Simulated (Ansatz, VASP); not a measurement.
**One calculation of AlSbSe3, two programs**

```
Al Sb Se
1.0
     6.82514    0.00000    0.00000
    -3.41257    5.91074    0.00000
     0.00000    0.00000    6.80321
Al Sb Se
2 2 6
Direct
  0.33333 0.66667 0.75000
  0.66667 0.33333 0.25000
  0.00000 0.00000 0.50000
  0.00000 0.00000 0.00000
  0.18450 0.36900 0.25000
  0.81550 0.18450 0.75000
  0.81550 0.63100 0.75000
  0.18450 0.81550 0.25000
  0.63100 0.81550 0.25000
  0.36900 0.18450 0.75000
```

Alike in both runs: functional PBE; k mesh 3 × 3 × 4; occupations gaussian, width 0.1 eV; no spin polarisation.

Ansatz relaxed the structure, and its values are those at the end. VASP's run is a single point on that final structure, the one shown.

```csv
,VASP,Ansatz
version,VASP 6.6.1,Ansatz 0.2.0
potentials or method,"VASP PAW PBE potentials, release 64 (Al, Sb, Se), cutoff 520 eV","scalar-relativistic, plane waves, PAW"
valence electrons in the cell,52,132
```

```csv
,VASP,Ansatz,Ansatz less VASP
gap on the k mesh at the Fermi level (eV),none,none,-
pressure (GPa),0.0,0.0,+0.03
rms of the force components (eV/Å),0.017,0.017,0.0000
```

A gap of «none» marks a metal or a gap that the smearing closes. VASP's potentials hold 52 valence electrons a cell and Ansatz's 132, so a difference there can come from the potentials and not from the codes.

Neither program's run includes spin-orbit coupling.
